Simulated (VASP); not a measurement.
# GaP (F-43m) in VASP: a series of runs, part 2 of 2

VASP 6.6.1.

**5. Single point, PBE**

Input file INCAR:

```
ALGO = Normal
EDIFF = 1E-7
ENCUT = 520
GGA = PE
ISIF = 2
ISMEAR = 0
LASPH = T
LCHARG = F
LREAL = F
LWAVE = F
NBANDS = 16
NELM = 60
PREC = Accurate
SIGMA = 0.02
```

Input file KPOINTS:

```
k-points
0
Gamma
  8 8 8
```

Input file POSCAR:

```
GaP
1.0
    0.0000000000      2.7525368122      2.7525368122
    2.7525368122      0.0000000000      2.7525368122
    2.7525368122      2.7525368122      0.0000000000
Ga P
1 1
Direct
    0.0000000000      0.0000000000      0.0000000000
    0.7500000000      0.7500000000      0.7500000000
```

Potentials or basis: VASP PAW PBE potentials, release 64 (Ga_d, P).

Launch:

```console
> cat potpaw_PBE.64/Ga_d/POTCAR potpaw_PBE.64/P/POTCAR > POTCAR
> mpirun -np 1 vasp_std > vasp.out
```

OUTCAR:

```text
EDIFF = 1E-7
   ENCUT = 520
   GGA = PE
   ISIF = 2
   ISMEAR = 0
   LASPH = T
   LREAL = F
   NELM = 60
   PREC = Accurate

 ion  position               nearest neighbor table
   1  0.000  0.000  0.000-   2 2.38   2 2.38   2 2.38   2 2.38
   2  0.750  0.750  0.750-   1 2.38   1 2.38   1 2.38   1 2.38

  LATTYP: Found a face centered cubic cell.
 ALAT       =     5.5050736244

  Lattice vectors:

 A1 = (   0.0000000000,   2.7525368122,   2.7525368122)
 A2 = (   2.7525368122,   0.0000000000,   2.7525368122)
 A3 = (   2.7525368122,   2.7525368122,   0.0000000000)

Analysis of symmetry for initial positions (statically):
=====================================================================
 Subroutine PRICEL returns:
 Original cell was already a primitive cell.

 Routine SETGRP: Setting up the symmetry group for a
 face centered cubic supercell.

 Subroutine GETGRP returns: Found 24 space group operations
 (whereof 24 operations were pure point group operations)
 out of a pool of 48 trial point group operations.

The static configuration has the point symmetry T_d .

Analysis of symmetry for dynamics (positions and initial velocities):
=====================================================================
 Subroutine PRICEL returns:
 Original cell was already a primitive cell.

 Routine SETGRP: Setting up the symmetry group for a
 face centered cubic supercell.

 Subroutine GETGRP returns: Found 24 space group operations
 (whereof 24 operations were pure point group operations)
 out of a pool of 48 trial point group operations.

The dynamic configuration has the point symmetry T_d .

 Subroutine INISYM returns: Found 24 space group operations
 (whereof 24 operations are pure point group operations),
 and found     1 'primitive' translations

----------------------------------------------------------------------------------------

                                     Primitive cell

  volume of cell :      41.7090

  direct lattice vectors                    reciprocal lattice vectors
     0.000000000  2.752536812  2.752536812    -0.181650613  0.181650613  0.181650613
     2.752536812  0.000000000  2.752536812     0.181650613 -0.181650613  0.181650613
     2.752536812  2.752536812  0.000000000     0.181650613  0.181650613 -0.181650613

  length of vectors
     3.892674891  3.892674891  3.892674891     0.314628091  0.314628091  0.314628091

  position of ions in fractional coordinates (direct lattice)
     0.000000000  0.000000000  0.000000000
     0.750000000  0.750000000  0.750000000

  ion indices of the primitive-cell ions
   primitive index   ion index
                 1           1
                 2           2

----------------------------------------------------------------------------------------

 KPOINTS: k-points

Automatic generation of k-mesh.
 Grid dimensions read from file:
 generate k-points for:    8    8    8

 Generating k-lattice:

  Cartesian coordinates                     Fractional coordinates (reciprocal lattice)
    -0.022706327  0.022706327  0.022706327     0.125000000  0.000000000  0.000000000
     0.022706327 -0.022706327  0.022706327     0.000000000  0.125000000  0.000000000
     0.022706327  0.022706327 -0.022706327     0.000000000  0.000000000  0.125000000

  Length of vectors
     0.039328511  0.039328511  0.039328511

  Shift w.r.t. Gamma in fractional coordinates (k-lattice)
     0.000000000  0.000000000  0.000000000

 Subroutine IBZKPT returns following result:
 ===========================================

 Found     29 irreducible k-points:

 Following reciprocal coordinates:
            Coordinates               Weight
  0.000000  0.000000  0.000000      1.000000
  0.125000  0.000000  0.000000      8.000000
  0.250000  0.000000  0.000000      8.000000
  0.375000  0.000000  0.000000      8.000000
  0.500000  0.000000  0.000000      4.000000
  0.125000  0.125000  0.000000      6.000000
[... 16 lines left out ...]
  0.500000  0.250000  0.125000     48.000000
 -0.375000  0.250000  0.125000     24.000000
 [... further k-points ...]
   k-points           NKPTS =     29   k-points in BZ     NKDIM =     29   number of bands    NBANDS=     16
   number of dos      NEDOS =    301   number of ions     NIONS =      2
   total plane-waves  NPLWV =  27000
   dimension x,y,z NGX =    30 NGY =   30 NGZ =   30
   dimension x,y,z NGXF=    60 NGYF=   60 NGZF=   60
   ions per type =               1   1
   NGX,Y,Z   is equivalent  to a cutoff of  12.81, 12.81, 12.81 a.u.
   NGXF,Y,Z  is equivalent  to a cutoff of  25.62, 25.62, 25.62 a.u.
 SYSTEM =  unknown system
   PREC   = accura    normal or accurate (medium, high low for compatibility)
   ISTART =      0    job   : 0-new  1-cont  2-samecut
   ICHARG =      2    charge: 1-file 2-atom 10-const
   ISPIN  =      1    spin polarized calculation?
   LNONCOLLINEAR =      F non collinear calculations
   LSORBIT =      F    spin-orbit coupling
   LASPH  =      T    aspherical Exc in radial PAW
   ENCUT  =  520.0 eV  38.22 Ry    6.18 a.u.   7.24  7.24  7.24*2*pi/ulx,y,z
   NELM   =     60;   NELMIN=  2; NELMDL= -5     # of ELM steps
   EDIFF  = 0.1E-06   stopping-criterion for ELM
   LREAL  =      F    real-space projection
   EDIFFG = 0.1E-05   stopping-criterion for IOM
   NSW    =      0    number of steps for IOM
   IBRION =     -1    ionic relax: 0-MD 1-quasi-New 2-CG
   NFREE  =      0    steps in history (QN), initial steepest desc. (CG)
   ISIF   =      2    stress and relaxation
   ISYM   =      2    0-nonsym 1-usesym 2-fastsym
   POTIM  = 0.5000    time-step for ionic-motion
   TEBEG  =    0.0;   TEEND  =   0.0 temperature during run
   PSTRESS=    0.0 pullay stress
   NELECT =      18.0000    total number of electrons
   NUPDOWN=      -1.0000    fix difference up-down
   EMIN   =  10.00;   EMAX   =-10.00  energy-range for DOS
   EFERMI =   0.00;   METHOD = LEGACY
   ISMEAR =     0;   SIGMA  =   0.02  broadening in eV -4-tet -1-fermi 0-gaus
   EFERMI_NEDOS =   21; number of points for ismear=-14 and -15
   IALGO  =     38    algorithm
   IMIX   =      4    mixing-type and parameters
     AMIX     =   0.40;   BMIX     =  1.00
     AMIX_MAG =   1.60;   BMIX_MAG =  1.00
  volume/ion in A,a.u.               =      20.85       140.73
  Fermi-wavevector in a.u.,A,eV,Ry     =   1.237150  2.337875 20.824279  1.530541
  Thomas-Fermi vector in A             =   2.371730
   LORBIT       =      0    0 simple, 1 ext, 2 COOP (PROOUT), +10 PAW based schemes
   GGA     = PE    functional components
   LHFCALC =     F    Hartree Fock is set to
   AEXX    =    0.0000 exact exchange contribution
   IVDW    =     0    specifies the selected vdW correction
   LEPSILON=     F    determine dielectric tensor
   LRPA    =     F    only Hartree local field effects (RPA)
 non-spin polarized calculation
 Gauss-broadening in eV      SIGMA  =   0.02
  energy-cutoff  :      520.00
  volume of cell :       41.71
 maximum number of plane-waves:      1158
 NGX is ok and might be reduce to    30
   NGX = 15   NGY = 15   NGZ = 15

 number of electron      18.0000003 magnetization

 Free energy of the ion-electron system (eV)
  ---------------------------------------------------
  ext. energy  EPLUGINS =         0.00000000
  ---------------------------------------------------
  free energy    TOTEN  =        -9.12558120 eV

  energy without entropy =       -9.12558120  energy(sigma->0) =       -9.12558120

 E-fermi :   4.5104     XC(G=0):  -9.6972

 val. band max:        4.3522893720   @ k =   0.0000   0.0000   0.0000
 cond. band min:       5.9323053003   @ k =   0.0000   0.0000   0.0000
 fundamental gap:      1.5800159283
 Fermi energy:         4.5104102454

 k-point     1 :       0.0000    0.0000    0.0000
  band No.  band energies     occupation
      1     -10.1519      2.00000
      2     -10.1519      2.00000
      3     -10.1519      2.00000
      4     -10.0611      2.00000
      5     -10.0611      2.00000
      6      -7.9187      2.00000
[... 8 lines left out ...]
     15      14.0977      0.00000
     16      14.0977      0.00000

 k-point     2 :       0.1250    0.0000    0.0000
  band No.  band energies     occupation
      1     -10.1638      2.00000
      2     -10.1477      2.00000
      3     -10.1477      2.00000
      4     -10.0611      2.00000
      5     -10.0611      2.00000
      6      -7.7243      2.00000
[... 8 lines left out ...]
     15      13.4918      0.00000
     16      13.9129      0.00000
[... 387 lines left out ...]
      5     -10.0529      2.00000
      6      -5.9870      2.00000
[... 8 lines left out ...]
     15      15.7337      0.00000
     16      17.0512      0.00000

 k-point    24 :      -0.3750    0.2500    0.1250
  band No.  band energies     occupation
      1     -10.2305      2.00000
      2     -10.1239      2.00000
      3     -10.1130      2.00000
      4     -10.0655      2.00000
      5     -10.0544      2.00000
      6      -5.5605      2.00000
[... 8 lines left out ...]
     15      16.2473      0.00000
     16      16.6892      0.00000

 [... further k-points ...]
[... 5 lines left out ...]
  --------------------------------------------------------------------------------------
  -------------------------------------------------------------------------------------
  Total        0.0091070      0.0091070      0.0091070     -0.0000000      0.0000000     -0.0000000
  in kB        0.3498307      0.3498307      0.3498307     -0.0000000      0.0000000     -0.0000000
  external PRESSURE =       0.3498307 kB  Pullay stress =       0.0000000 kB

 VOLUME and BASIS-vectors are now :
 -----------------------------------------------------------------------------
  energy-cutoff  :      520.00
  volume of cell :       41.71
      direct lattice vectors                 reciprocal lattice vectors
     0.000000000  2.752536812  2.752536812    -0.181650613  0.181650613  0.181650613
     2.752536812  0.000000000  2.752536812     0.181650613 -0.181650613  0.181650613
     2.752536812  2.752536812  0.000000000     0.181650613  0.181650613 -0.181650613

 POSITION                                       TOTAL-FORCE (eV/Angst)
 -----------------------------------------------------------------------------------
      0.00000      0.00000      0.00000        -0.000000     -0.000000     -0.000000
      4.12881      4.12881      4.12881         0.000000      0.000000      0.000000
 -----------------------------------------------------------------------------------
    total drift:                               -0.000002     -0.000002     -0.000002

  FREE ENERGIE OF THE ION-ELECTRON SYSTEM (eV)
  ---------------------------------------------------
  free  energy   TOTEN  =        -9.1255811979 eV

  energy  without entropy=       -9.1255811979  energy(sigma->0) =       -9.12558120
```

stdout:

```text
POSCAR found type information on POSCAR GaP
 POSCAR found :  2 types and       2 ions
 scaLAPACK will be used
 LDA part: xc-table for (Slater+PW92), standard interpolation
 POSCAR, INCAR and KPOINTS ok, starting setup
 FFT: planning ... GRIDC
 FFT: planning ... GRID_SOFT
 FFT: planning ... GRID
 WAVECAR not read
 entering main loop
```

Run time: 26 s. Hardware: 1 thread of Intel Xeon Platinum 8259CL at 2.50GHz (Skylake/Cascade Lake), shared host; peak memory 0.17 GiB.

Results:

```
Free energy            : -9.1256 eV
Pressure               : 0.0 GPa
Band gap on the k mesh : 1.58 eV, direct
```

Levels at points of the mesh, in eV from the valence-band top:
```csv
k point,band 5,band 6,band 7,band 8,band 9,band 10,band 11,band 12,band 13,band 14
"(0.00, 0.00, 0.00)",-14.41,-12.27,0.00,0.00,0.00,1.58,3.90,3.90,3.90,8.68
"(0.50, 0.00, 0.00)",-14.41,-10.30,-6.46,-1.07,-1.07,1.58,4.73,4.73,8.23,10.68
"(0.50, 0.50, 0.00)",-14.39,-9.44,-6.61,-2.58,-2.58,1.72,1.85,10.37,10.37,10.93
```

**6. The runs side by side**

| cell | k mesh | smearing | gap on the mesh (eV) | pressure (GPa) |
| --- | --- | --- | --- | --- |
| a = 3.893 Å, angles 60.0°, 2 atoms | 8 × 8 × 8 | gaussian 0.02 eV | 1.58 | 0.0 |
| a = 3.893 Å, angles 60.0°, 2 atoms | 8 × 8 × 8 | gaussian 0.05 eV | 1.58 | 0.0 |
| a = 3.893, b = 3.893, c = 5.505 Å, 4 atoms | 6 × 6 × 4 | gaussian 0.05 eV | 1.58 | 0.0 |

Alike in all rows: task single point; level PBE; potentials or basis VASP PAW PBE potentials, release 64 (Ga_d, P); no spin polarisation; cutoff (eV) 520.

Absolute energies hang on the potentials; compare differences alone.

**7. Against experiment**

Step 2. A measured gap of GaP is 2.34 eV (indirect; 10 K; quoted in “Stacking defects in GaP nanowires: Electronic structure and optical properties”, 2018, arxiv:1810.01194); the calculated 1.58 eV misses it by -0.76 eV. Spin-orbit coupling on Ga is left out. The value is that of PBE on a finite k mesh, which can miss the band edges, without temperature or zero-point motion. Semilocal functionals fall short of measured gaps as a rule.

Step 3. A measured gap of GaP is 2.34 eV (indirect; 10 K; quoted in “Stacking defects in GaP nanowires: Electronic structure and optical properties”, 2018, arxiv:1810.01194); the calculated 1.58 eV misses it by -0.76 eV. Spin-orbit coupling on Ga is left out. The value is that of PBE on a finite k mesh, which can miss the band edges, without temperature or zero-point motion. Semilocal functionals fall short of measured gaps as a rule.

Step 5. A measured gap of GaP is 2.34 eV (indirect; 10 K; quoted in “Stacking defects in GaP nanowires: Electronic structure and optical properties”, 2018, arxiv:1810.01194); the calculated 1.58 eV misses it by -0.76 eV. Spin-orbit coupling on Ga is left out. The value is that of PBE on a finite k mesh, which can miss the band edges, without temperature or zero-point motion. Semilocal functionals fall short of measured gaps as a rule.
